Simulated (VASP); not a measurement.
# HfTi (P-6m2) in VASP: notebook, part 2 of 2

VASP 6.6.1. The steps go on from the part before.

**3. Single point, LDA (strain -0.0100 x Voigt [1, 1, 0, 0, 0, 0])**

INCAR reads:

```
SYSTEM = HfTi
PREC = Accurate
ENCUT = 520
EDIFF = 1E-6
ISMEAR = 0
SIGMA = 0.15
LREAL = .False.
LASPH = .True.
NELM = 80
ALGO = Fast
ISIF = 2
LWAVE = .False.
LCHARG = .True.
LELF = .True.
LVHAR = .True.
NBANDS = 18
```

KPOINTS reads:

```
regular mesh
0
Gamma
  18 18 10
  0 0 0
```

POSCAR reads:

```
HfTi
1.0
    3.0552868158      0.0000000000      0.0000000000
   -1.5276434079      2.6459559983      0.0000000000
    0.0000000000      0.0000000000      4.8292593400
Hf Ti
1 1
Direct
    0.6666666667      0.3333333333      0.5000000000
    0.3333333333      0.6666666667      0.0000000000
```

Potentials or basis: VASP PAW LDA potentials, release 64 (Hf_pv, Ti_sv).

Started as:

```bash
$ cat potpaw_LDA.64/Hf_pv/POTCAR potpaw_LDA.64/Ti_sv/POTCAR > POTCAR
$ mpirun -np 1 vasp_std > vasp.out
```

OUTCAR:

```text
SYSTEM = HfTi
   PREC = Accurate
   ENCUT = 520
   EDIFF = 1E-6
   ISMEAR = 0
   LREAL = .False.
   LASPH = .True.
   NELM = 80
   ISIF = 2

 ion  position               nearest neighbor table
   1  0.667  0.333  0.500-   2 2.99   2 2.99   2 2.99   2 2.99   2 2.99   2 2.99
   2  0.333  0.667  0.000-   1 2.99   1 2.99   1 2.99   1 2.99   1 2.99   1 2.99

  LATTYP: Found a hexagonal cell.
 ALAT       =     3.0552868158
 C/A-ratio  =     1.5806238927

  Lattice vectors:

 A1 = (   3.0552868158,   0.0000000000,   0.0000000000)
 A2 = (  -1.5276434079,   2.6459559983,   0.0000000000)
 A3 = (   0.0000000000,   0.0000000000,   4.8292593400)

Analysis of symmetry for initial positions (statically):
=====================================================================
 Subroutine PRICEL returns:
 Original cell was already a primitive cell.

 Routine SETGRP: Setting up the symmetry group for a
 hexagonal supercell.

 Subroutine GETGRP returns: Found 12 space group operations
 (whereof 12 operations were pure point group operations)
 out of a pool of 24 trial point group operations.

The static configuration has the point symmetry D_3h.

Analysis of symmetry for dynamics (positions and initial velocities):
=====================================================================
 Subroutine PRICEL returns:
 Original cell was already a primitive cell.

 Routine SETGRP: Setting up the symmetry group for a
 hexagonal supercell.

 Subroutine GETGRP returns: Found 12 space group operations
 (whereof 12 operations were pure point group operations)
 out of a pool of 24 trial point group operations.

The dynamic configuration has the point symmetry D_3h.

 Subroutine INISYM returns: Found 12 space group operations
 (whereof 12 operations are pure point group operations),
 and found     1 'primitive' translations

----------------------------------------------------------------------------------------

                                     Primitive cell

  volume of cell :      39.0405

  direct lattice vectors                    reciprocal lattice vectors
     3.055286816  0.000000000  0.000000000     0.327301514  0.188967617  0.000000000
    -1.527643408  2.645955998  0.000000000     0.000000000  0.377935234  0.000000000
     0.000000000  0.000000000  4.829259340     0.000000000  0.000000000  0.207071091

  length of vectors
     3.055286816  3.055286816  4.829259340     0.377935234  0.377935234  0.207071091

  position of ions in fractional coordinates (direct lattice)
     0.666666667  0.333333333  0.500000000
     0.333333333  0.666666667  0.000000000

  ion indices of the primitive-cell ions
   primitive index   ion index
                 1           1
                 2           2

----------------------------------------------------------------------------------------

 KPOINTS: regular mesh

Automatic generation of k-mesh.
 Grid dimensions read from file:
 generate k-points for:   18   18   10

 Generating k-lattice:

  Cartesian coordinates                     Fractional coordinates (reciprocal lattice)
     0.018183417  0.010498201  0.000000000     0.055555556 -0.000000000  0.000000000
     0.000000000  0.020996402  0.000000000     0.000000000  0.055555556  0.000000000
     0.000000000  0.000000000  0.020707109     0.000000000  0.000000000  0.100000000

  Length of vectors
     0.020996402  0.020996402  0.020707109

  Shift w.r.t. Gamma in fractional coordinates (k-lattice)
     0.000000000  0.000000000  0.000000000

 Subroutine IBZKPT returns following result:
 ===========================================

 Found    222 irreducible k-points:

 Following reciprocal coordinates:
            Coordinates               Weight
  0.000000  0.000000  0.000000      1.000000
  0.055556  0.000000  0.000000      6.000000
  0.111111  0.000000  0.000000      6.000000
  0.166667  0.000000  0.000000      6.000000
  0.222222  0.000000  0.000000      6.000000
  0.277778  0.000000  0.000000      6.000000
[... 16 lines left out ...]
  0.333333  0.111111  0.000000     12.000000
  0.388889  0.111111  0.000000     12.000000
 [... further k-points ...]
   k-points           NKPTS =    222   k-points in BZ     NKDIM =    222   number of bands    NBANDS=     18
   number of dos      NEDOS =    301   number of ions     NIONS =      2
   total plane-waves  NPLWV =  20736
   dimension x,y,z NGX =    24 NGY =   24 NGZ =   36
   dimension x,y,z NGXF=    48 NGYF=   48 NGZF=   72
   ions per type =               1   1
   NGX,Y,Z   is equivalent  to a cutoff of  13.06, 13.06, 12.39 a.u.
   NGXF,Y,Z  is equivalent  to a cutoff of  26.12, 26.12, 24.79 a.u.
 SYSTEM =  HfTi
   PREC   = accura    normal or accurate (medium, high low for compatibility)
   ISTART =      0    job   : 0-new  1-cont  2-samecut
   ICHARG =      2    charge: 1-file 2-atom 10-const
   ISPIN  =      1    spin polarized calculation?
   LNONCOLLINEAR =      F non collinear calculations
   LSORBIT =      F    spin-orbit coupling
   LASPH  =      T    aspherical Exc in radial PAW
   ENCUT  =  520.0 eV  38.22 Ry    6.18 a.u.   5.68  5.68  8.98*2*pi/ulx,y,z
   NELM   =     80;   NELMIN=  2; NELMDL= -5     # of ELM steps
   EDIFF  = 0.1E-05   stopping-criterion for ELM
   LREAL  =      F    real-space projection
   EDIFFG = 0.1E-04   stopping-criterion for IOM
   NSW    =      0    number of steps for IOM
   IBRION =     -1    ionic relax: 0-MD 1-quasi-New 2-CG
   NFREE  =      0    steps in history (QN), initial steepest desc. (CG)
   ISIF   =      2    stress and relaxation
   ISYM   =      2    0-nonsym 1-usesym 2-fastsym
   POTIM  = 0.5000    time-step for ionic-motion
   TEBEG  =    0.0;   TEEND  =   0.0 temperature during run
   PSTRESS=    0.0 pullay stress
   NELECT =      22.0000    total number of electrons
   NUPDOWN=      -1.0000    fix difference up-down
   EMIN   =  10.00;   EMAX   =-10.00  energy-range for DOS
   EFERMI =   0.00;   METHOD = LEGACY
   ISMEAR =     0;   SIGMA  =   0.15  broadening in eV -4-tet -1-fermi 0-gaus
   EFERMI_NEDOS =   21; number of points for ismear=-14 and -15
   IALGO  =     68    algorithm
   IMIX   =      4    mixing-type and parameters
     AMIX     =   0.40;   BMIX     =  1.00
     AMIX_MAG =   1.60;   BMIX_MAG =  1.00
  volume/ion in A,a.u.               =      19.52       131.73
  Fermi-wavevector in a.u.,A,eV,Ry     =   1.352210  2.555306 24.877855  1.828471
  Thomas-Fermi vector in A             =   2.479567
   LORBIT       =      0    0 simple, 1 ext, 2 COOP (PROOUT), +10 PAW based schemes
   GGA     = CA    functional components
   LHFCALC =     F    Hartree Fock is set to
   AEXX    =    0.0000 exact exchange contribution
   IVDW    =     0    specifies the selected vdW correction
   LEPSILON=     F    determine dielectric tensor
   LRPA    =     F    only Hartree local field effects (RPA)
 non-spin polarized calculation
 RMM-DIIS sequential band-by-band and
 Gauss-broadening in eV      SIGMA  =   0.15
  energy-cutoff  :      520.00
  volume of cell :       39.04
 maximum number of plane-waves:      1086
 NGX is ok and might be reduce to    24
   NGX = 11   NGY = 11   NGZ = 17

 number of electron      22.0000000 magnetization

 Free energy of the ion-electron system (eV)
  ---------------------------------------------------
  ext. energy  EPLUGINS =         0.00000000
  ---------------------------------------------------
  free energy    TOTEN  =       -19.11279718 eV

  energy without entropy =      -19.09080388  energy(sigma->0) =      -19.10180053

 E-fermi :   6.3534     XC(G=0): -11.6838

 val. band max:        6.3514985231   @ k =   0.2222   0.1667   0.5000
 cond. band min:       6.3538526352   @ k =   0.0000   0.0000   0.4000
 fundamental gap:      0.0023541121
 Fermi energy:         6.3534494935

 k-point     1 :       0.0000    0.0000    0.0000
  band No.  band energies     occupation
      1     -49.8580      2.00000
      2     -26.6115      2.00000
      3     -26.2804      2.00000
      4     -26.2804      2.00000
      5     -23.8279      2.00000
      6     -23.3619      2.00000
[... 10 lines left out ...]
     17       8.1633      0.00000
     18      11.3472      0.00000

 k-point     2 :       0.0556    0.0000    0.0000
  band No.  band energies     occupation
      1     -49.8566      2.00000
      2     -26.6085      2.00000
      3     -26.2905      2.00000
      4     -26.2828      2.00000
      5     -23.8258      2.00000
      6     -23.3905      2.00000
[... 10 lines left out ...]
     17       8.2575      0.00000
     18      11.3786      0.00000
[... 442 lines left out ...]
 k-point    24 :       0.3889    0.1111    0.0000
  band No.  band energies     occupation
      1     -49.8113      2.00000
      2     -26.5881      2.00000
      3     -26.5131      2.00000
      4     -26.3813      2.00000
      5     -24.1894      2.00000
      6     -23.7571      2.00000
[... 10 lines left out ...]
     17      11.1382      0.00000
     18      12.7892      0.00000

 [... further k-points ...]
[... 5 lines left out ...]
  --------------------------------------------------------------------------------------
  -------------------------------------------------------------------------------------
  Total       -1.2199720     -1.2199720     -1.5561691     -0.0000000     -0.0000000      0.0000000
  in kB      -50.0662779    -50.0662779    -63.8634309     -0.0000000     -0.0000000      0.0000000
  external PRESSURE =     -54.6653289 kB  Pullay stress =       0.0000000 kB

 VOLUME and BASIS-vectors are now :
 -----------------------------------------------------------------------------
  energy-cutoff  :      520.00
  volume of cell :       39.04
      direct lattice vectors                 reciprocal lattice vectors
     3.055286816  0.000000000  0.000000000     0.327301514  0.188967617  0.000000000
    -1.527643408  2.645955998  0.000000000     0.000000000  0.377935234  0.000000000
     0.000000000  0.000000000  4.829259340     0.000000000  0.000000000  0.207071091

 POSITION                                       TOTAL-FORCE (eV/Angst)
 -----------------------------------------------------------------------------------
      1.52764      0.88199      2.41463         0.000000      0.000000      0.000000
     -0.00000      1.76397      0.00000        -0.000000      0.000000      0.000000
 -----------------------------------------------------------------------------------
    total drift:                                0.000000     -0.000000     -0.000000

  FREE ENERGIE OF THE ION-ELECTRON SYSTEM (eV)
  ---------------------------------------------------
  free  energy   TOTEN  =       -19.1127971819 eV

  energy  without entropy=      -19.0908038767  energy(sigma->0) =      -19.10180053
```

OSZICAR:

```text
N       E                     dE             d eps       ncg     rms          rms(c)
DAV:   1     0.171640224810E+03    0.17164E+03   -0.12189E+04  7992   0.135E+03
DAV:   2    -0.501596728797E+01   -0.17666E+03   -0.17302E+03  8318   0.373E+02
DAV:   3    -0.203311252855E+02   -0.15315E+02   -0.15104E+02 13906   0.852E+01
[... 21 lines left out ...]
RMM:  25    -0.191127911286E+02   -0.27856E-05   -0.30344E-05  8774   0.218E-02    0.183E-03
RMM:  26    -0.191127936153E+02   -0.24867E-05   -0.26742E-05  8483   0.176E-02    0.329E-03
RMM:  27    -0.191127951174E+02   -0.15021E-05   -0.16353E-05  7953   0.142E-02    0.532E-03
RMM:  28    -0.191127963708E+02   -0.12534E-05   -0.13766E-05  7554   0.124E-02    0.454E-03
RMM:  29    -0.191127971819E+02   -0.81115E-06   -0.90036E-06  7068   0.106E-02
   1 F= -.19112797E+02 E0= -.19101801E+02  d E =-.219933E-01
```

Wall time 5 min (1 thread of Intel Xeon Platinum 8259CL at 2.50GHz (Skylake/Cascade Lake), shared host); peak memory 0.27 GiB.

What came out:

- Free energy: -19.1128 eV
- Pressure: -5.5 GPa
- Band gap on the k mesh: zero (band 11 reaches 7.13 eV, above the bottom of band 12 at 6.04 eV)

Caveat: the cell differs from its parent crystal (strain -0.0100 x Voigt [1, 1, 0, 0, 0, 0]); spin-orbit coupling is left out, which moves the levels of the heavy elements.
